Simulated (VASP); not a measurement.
Write the native input for VASP 6.6.1 that does the following.

```yaml
Task: electric field gradients
Functional: LDA
Potentials_or_basis: VASP PAW LDA potentials, release 64 (Ba_sv, Ti_sv, O)
Cutoff: 520 eV
k_mesh: 8 × 8 × 8
Occupations: fermi-dirac, width 0.05 eV
Spin: no spin polarisation
Dipole_correction: no
Further_INCAR_settings: ALGO = Normal; EDIFF = 1e-08; NBANDS = 28
```

The structure of BaTiO3 lies in POSCAR:

```
BaTiO3
1.0
    4.0073000000      0.0601095000      0.0601095000
    0.0601095000      4.0073000000      0.0601095000
    0.0601095000      0.0601095000      4.0073000000
Ba Ti O
1 1 3
Direct
    0.5000000000      0.5000000000      0.5000000000
    0.0000000000      0.0000000000      0.0000000000
    0.5000000000      0.0000000000      0.0000000000
    0.0000000000      0.5000000000      0.0000000000
    0.0000000000      0.0000000000      0.5000000000
```

This cell differs from its parent crystal: equal xy, yz and zx shear strains of +3 %.

These files were run (other wordings do the same):

INCAR

```
  PREC = Accurate
  ENCUT = 520
  EDIFF = 1E-8
  ISMEAR = -1
  SIGMA = 0.05
  LREAL = F
  LASPH = T
  NELM = 60
  ALGO = Normal
  ISIF = 2
  LWAVE = F
  LCHARG = F
  LEFG = T
  NBANDS = 28
```

KPOINTS

```
Automatic mesh
0
Gamma
  8 8 8
```

Potentials or basis: VASP PAW LDA potentials, release 64 (Ba_sv, Ti_sv, O).

Run with:

```bash
$ cat potpaw_LDA.64/Ba_sv/POTCAR potpaw_LDA.64/Ti_sv/POTCAR potpaw_LDA.64/O/POTCAR > POTCAR
$ mpirun -np 1 vasp_std > vasp.out
```

It gave:

```yaml
Pressure: -7.2 GPa
Band_gap_on_the_k_mesh: 1.55 eV, indirect (least direct gap 1.63 eV)
```

Caveat: the cell differs from its parent crystal (equal xy, yz and zx shear strains of +3 %); without QUAD_EFG the Cq values of the log hold for a quadrupole moment of 1 mb, not for the nuclei; spin-orbit coupling is left out, which moves the levels of the heavy elements.

Wall time 2.9 min on 1 thread of AMD EPYC 7R43 64-Core Processor (Zen 3), on a shared host, peak memory 0.2 GiB.
